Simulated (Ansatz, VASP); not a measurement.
**Ru: VASP beside Ansatz**

File INCAR:

```
SYSTEM = Ru
PREC     = Accurate       ! precision mode
ENCUT    = 560            ! plane-wave cutoff, eV
EDIFF    = 1E-6           ! SCF threshold, eV
ISMEAR   = -1             ! smearing method
SIGMA    = 0.1            ! smearing width, eV
LREAL    = .FALSE.        ! projectors in reciprocal space
LASPH    = .TRUE.         ! aspherical terms in the spheres
NELM     = 120            ! most SCF steps
ALGO     = Normal         ! electronic algorithm
ISIF     = 2              ! what is computed and relaxed
LWAVE    = .FALSE.        ! write WAVECAR
LCHARG   = .FALSE.        ! write CHGCAR
NBANDS   = 23             ! bands
GGA_COMPAT= .FALSE.
```

The input KPOINTS:

```
Automatic mesh
0
G
  14 14 8
  0 0 0
```

File POSCAR:

```
Ru
1.0
    1.3376261072     -2.3168363792      0.0000000000
    1.3376261072      2.3168363792      0.0000000000
    0.0000000000      0.0000000000      4.2244087162
Ru
2
Direct
    0.6666666670      0.3333333330      0.2500000000
    0.3333333330      0.6666666670      0.7500000000
```

Input for Ansatz:

```yaml
crystal:
  lattice:
    - [1.3376261072, -2.3168363792, 0.0]
    - [1.3376261072, 2.3168363792, 0.0]
    - [0.0, 0.0, 4.2244087162]
  atoms:
    - { symbol: Ru, position: [0.666666667, 0.333333333, 0.25] }
    - { symbol: Ru, position: [0.333333333, 0.666666667, 0.75] }
kpoints:
  mp_grid: { grid: [14, 14, 8] }
scf:
  occupations: { method: fermi_dirac, width: 0.1 }
hamiltonian:
  xc: lda
  pseudopotentials: { kind: paw }
output:
  forces: true
  stress: true
  eigenvalues: true
  write_density: true
  write_potential: true
  elf: true
  volumetric_format: npy
```

Alike in both runs: task single point; functional LDA; k mesh 14 × 14 × 8; occupations fermi-dirac, width 0.1 eV; no spin polarisation.

|  | VASP | Ansatz |
| --- | --- | --- |
| version | VASP 6.6.1 | Ansatz 0.2.0 |
| potentials or method | VASP PAW LDA potentials, release 64 (Ru_sv) | PAW with Ansatz's default frozen-core files, scalar-relativistic |
| plane-wave cutoff (eV) | 560 | 420 |
| valence electrons in the cell | 32 | 32 |

Ansatz gave:

* pressure (GPa): 0.1
* traceless stress, the component that is largest in VASP (GPa): -0.19

Task: What did VASP give for the same quantities?

Result: Pressure (GPa): 0.7; traceless stress, the component that is largest in VASP (GPa): -0.17.

LDA's correlation is that of Perdew and Zunger in VASP and of Perdew and Wang (1992) in Ansatz.
